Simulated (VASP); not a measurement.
Write the native input for VASP 6.6.1 that does the following.

| Quantity | Value |
| --- | --- |
| Task | relaxation of cell and atoms |
| Functional | PBEsol |
| Dispersion | D3(BJ) |
| Potentials or basis | VASP PAW PBE potentials, release 64 (Te, Be) |
| Cutoff | 600 eV |
| k mesh | 8 × 8 × 8 |
| Occupations | fermi-dirac, width 0.05 eV |
| Spin | no spin polarisation |
| Dipole correction | no |
| Further INCAR settings | ALGO = Normal; EDIFF = 1e-06; IBRION = 2; EDIFFG = -0.02; NSW = 80; ISIF = 3 |

The structure of BeTe lies in POSCAR:

```
BeTe
1.0
    0.0000000000      2.7700000000      2.7700000000
    2.7700000000      0.0000000000      2.7700000000
    2.7700000000      2.7700000000      0.0000000000
Te Be
1 1
Direct
    0.7500000000      0.7500000000      0.7500000000
    0.0000000000      0.0000000000      0.0000000000
```

One way to write it, as run:

INCAR

```
SYSTEM = BeTe
PREC = Accurate
ENCUT = 600
EDIFF = 1E-6
ISMEAR = -1
SIGMA = 0.05
LREAL = .False.
LASPH = .True.
NELM = 60
ALGO = Normal
ISIF = 3
LWAVE = .False.
LCHARG = .False.
GGA = PS
IVDW = 12
IBRION = 2
NSW = 80
EDIFFG = -0.02
```

KPOINTS

```
regular mesh
0
Gamma
  8 8 8
  0 0 0
```

Potentials or basis: VASP PAW PBE potentials, release 64 (Te, Be).

Run with:

```sh
$ cat potpaw_PBE.64/Te/POTCAR potpaw_PBE.64/Be/POTCAR > POTCAR
$ mpirun -np 1 vasp_std > vasp.out
```

Results of the run:

| Property | Result |
| --- | --- |
| Pressure after relaxing | 0.1 GPa |
| Band gap on the k mesh | 1.73 eV, indirect (least direct gap 3.55 eV) |
| Dispersion energy per atom | -0.318 eV |

Caveat: the relaxation stopped at its first step, so nothing moved; the PAW data sets were made with another functional, which shifts forces and pressure a little; spin-orbit coupling is left out, which moves the levels of the heavy elements.

Wall time 5.4 s on 1 thread of Intel(R) Xeon(R) 6975P-C (Granite Rapids), with other jobs on the host, peak memory 0.19 GiB.
